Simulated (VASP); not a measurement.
Input of a VASP 6.6.1 run:

The input INCAR:

```
SYSTEM = InSe
PREC = Accurate ; ENCUT = 520
EDIFF = 1E-7 ; ISMEAR = 0
SIGMA = 0.02 ; LREAL = .FALSE.
LASPH = .TRUE. ; NELM = 60
ALGO = Normal ; ISIF = 2
LWAVE = .FALSE. ; LCHARG = .TRUE.
GGA = PE ; LELF = .TRUE.
LVHAR = .TRUE. ; NBANDS = 27
```

The input KPOINTS:

```
regular mesh
0
G
  8 8 6
  0 0 0
```

Contents of POSCAR:

```
InSe
1.0
    5.7418854069     -2.0623790750     -0.1306417556
    5.7418854069      2.0623790750     -0.1306417556
   -1.6623467447      0.0000000000      5.4603688220
In Se
2 2
Direct
    0.8879009541      0.8879009541      0.0533034050
    0.1120990459      0.1120990459      0.9466965950
    0.6663292611      0.6663292611      0.6952062167
    0.3336707389      0.3336707389      0.3047937833
```

Potentials or basis: VASP PAW PBE potentials, release 64 (In_d, Se).

The run is started by

```sh
$ cat potpaw_PBE.64/In_d/POTCAR potpaw_PBE.64/Se/POTCAR > POTCAR
$ mpirun -np 1 vasp_std > vasp.out
```

Predict the band gap on the k mesh.

1.07 eV (least direct gap 1.22 eV).

What does it give for the largest force?

0.015 eV/Å.

Predict the pressure.

0.0 GPa.

Forces in eV/Å, atoms in the order of the input:
```
In   0.014  0.000 -0.003
In  -0.014  0.000  0.003
Se   0.002  0.000 -0.011
Se  -0.002  0.000  0.011
```

Caveat: spin-orbit coupling is left out, which moves the levels of the heavy elements. A k mesh can miss the band edges.
